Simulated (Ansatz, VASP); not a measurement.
ZrS: VASP beside Ansatz

```
Zr S
1.0
     0.00000    2.56698    2.56698
     2.56698    0.00000    2.56698
     2.56698    2.56698    0.00000
Zr S
1 1
Cartesian
  0.0000 0.0000 0.0000
  2.5670 2.5670 2.5670
```

Alike in both runs: task single point; functional LDA; k mesh 10 × 10 × 10; occupations fermi-dirac, width 0.02 eV; no spin polarisation.

|  | VASP | Ansatz |
| --- | --- | --- |
| version | VASP 6.6.1 | Ansatz 0.2.0 |
| potentials or method | VASP PAW LDA potentials, release 64 (Zr_sv, S) | PAW with Ansatz's default frozen-core files, scalar-relativistic |
| plane-wave cutoff (eV) | 520 | 420 |
| valence electrons in the cell | 18 | 18 |

|  | VASP | Ansatz | Ansatz less VASP |
| --- | --- | --- | --- |
| pressure (GPa) | 0.3 | 0.0 | -0.28 |

LDA's correlation is that of Perdew and Zunger in VASP and of Perdew and Wang (1992) in Ansatz.
